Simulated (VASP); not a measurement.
PbO:

```
CELL_PARAMETERS angstrom
3.99000 0.00000 0.00000
0.00000 3.99000 0.00000
0.00000 0.00000 5.01000
ATOMIC_POSITIONS crystal
Pb 0.50000 0.00000 0.76000
Pb 0.00000 0.50000 0.24000
O 0.50000 0.50000 0.00000
O 0.00000 0.00000 0.00000
```

| Property | Result |
| --- | --- |
| Program | VASP 6.6.1 |
| Task | relaxation of cell and atoms |
| Functional | BLYP |
| Potentials or basis | VASP PAW PBE potentials, release 64 (Pb_d, O) |
| Cutoff | 600 eV |
| k mesh | 7 × 7 × 6 |
| Occupations | fermi-dirac, width 0.05 eV |
| Spin | no spin polarisation |

At the start: pressure 7.0 GPa; volume 19.94 Å³/atom.

Task: How do energy, volume and symmetry change on relaxing?

Result: Over 19 steps the energy falls by 66.4 meV/atom and the volume is 25.16 Å³/atom (+26.2 %); space group P4/nmm (No. 129, to 0.1 Å) before and after.

Step by step:
```
step  energy change (eV)  largest force (eV/Å)  pressure (GPa)  volume (Å³)
   1              0.0000                0.3218            6.96        79.76
   2             -0.0844                1.2317           -2.89        90.18
   3             -0.1310                0.7080            0.27        86.00
   4             -0.1687                0.4538            0.22        87.55
   5             -0.1936                0.0730            0.20        90.20
   6             -0.2058                0.0601            0.21        91.01
   7             -0.2348                0.0132            0.32        93.41
   8             -0.2607                0.1193            0.82        98.02
   9             -0.2523                0.4017           -1.40       102.41
  10             -0.2643                0.0714           -0.02        99.57
  11             -0.2643                0.0660            0.01        99.53
  12             -0.2649                0.0476           -0.04        99.96
  13             -0.2651                0.0344           -0.07       100.27
  14             -0.2652                0.0091           -0.12       100.90
  15             -0.2652                0.0214           -0.10       100.59
  16             -0.2651                0.0650            0.25       100.38
  17             -0.2653                0.0103            0.03       100.52
  18             -0.2654                0.0012            0.03       100.58
  19             -0.2655                0.0036            0.03       100.62
```

Final structure:
```yaml
crystal:
  lattice:
    - [4.13643, 0.00000, 0.00000]
    - [0.00000, 4.13643, 0.00000]
    - [0.00000, 0.00000, 5.88077]
  atoms:
    - { symbol: Pb, position: [0.50000, 0.00000, 0.79778] }
    - { symbol: Pb, position: [0.00000, 0.50000, 0.20222] }
    - { symbol: O, position: [0.50000, 0.50000, 0.00000] }
    - { symbol: O, position: [0.00000, 0.00000, 0.00000] }
```

Caveat: the volume moved by over 15 % at a fixed basis, so the end points are rough; the PAW data sets were made with another functional, which shifts forces and pressure a little.
